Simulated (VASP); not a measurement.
Crystal: MgO.

```xyz
2
Lattice="0.0000 2.1022 2.1022 2.1547 0.0000 2.1022 2.1547 2.1022 0.0000" Properties=species:S:1:pos:R:3 pbc="T T T"
Mg    0.0000    0.0000    0.0000
O     2.1547    2.1022    2.1022
```

This cell differs from its parent crystal: uniaxial x strain +2.5%.

Base run:

| Property | Result |
| --- | --- |
| Program | VASP 6.6.1 |
| Functional | HSE06 |
| Potentials or basis | VASP PAW PBE potentials, release 64 (Mg, O) |
| Cutoff | 520 eV |
| k mesh | 8 × 8 × 8 |
| Occupations | gaussian, width 0.01 eV |
| Spin | no spin polarisation |

Its results: band gap on the k mesh 6.19 eV; pressure -4.4 GPa.

**Question.** The run is repeated on the same cell with these changes: functional from HSE06 to r2SCAN; k mesh from 8 × 8 × 8 to 10 × 10 × 10. What comes out?

**Answer.** Band gap on the k mesh 5.37 eV; pressure -4.8 GPa.

Several settings changed at once.

Caveats: the cell stands under tension; the PAW data sets were made with another functional, which shifts forces and pressure a little.

